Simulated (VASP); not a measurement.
Set up this calculation in VASP 6.6.1, as the native input.

```
Task                   : single point
Functional             : LDA
Potentials or basis    : VASP PAW LDA potentials, release 64 (Li_sv, F)
Cutoff                 : 750 eV
k mesh                 : 10 × 10 × 10
Occupations            : fermi-dirac, width 0.03 eV
Spin                   : no spin polarisation
Dipole correction      : no
Further INCAR settings : ALGO = Normal; EDIFF = 1e-06; NBANDS = 12
```

The structure of LiF lies in POSCAR:

```
LiF
1.0
    0.0000000000      2.0140000000      2.0341400000
    2.0140000000      0.0000000000      2.0341400000
    2.0140000000      2.0140000000      0.0000000000
Li F
1 1
Direct
    0.0000000000      0.0000000000      0.0000000000
    0.5000000000      0.5000000000      0.5000000000
```

This cell differs from its parent crystal: zz strain of +1 %.

One way to write it, as run:

INCAR

```
SYSTEM = LiF
ALGO = Normal ; EDIFF = 1E-6
ENCUT = 750 ; GGA_COMPAT = .False.
ISIF = 2 ; ISMEAR = -1
LASPH = .True. ; LCHARG = .False.
LREAL = .False. ; LWAVE = .False.
NBANDS = 12 ; NELM = 120
PREC = Accurate ; SIGMA = 0.03
```

KPOINTS

```
k-points
0
Gamma
  10 10 10
  0 0 0
```

Potentials or basis: VASP PAW LDA potentials, release 64 (Li_sv, F).

Command:

```sh
$ cat potpaw_LDA.64/Li_sv/POTCAR potpaw_LDA.64/F/POTCAR > POTCAR
$ mpirun -np 1 vasp_std > vasp.out
```

Results of the run:

```yaml
Pressure: -7.5 GPa
Band_gap_on_the_k_mesh: 8.72 eV
```

Caveat: the cell differs from its parent crystal (zz strain of +1 %); the cell stands under tension.

It took 72 s on 1 thread of Intel Xeon 8259CL, with other jobs on the host, peak memory 0.12 GiB.
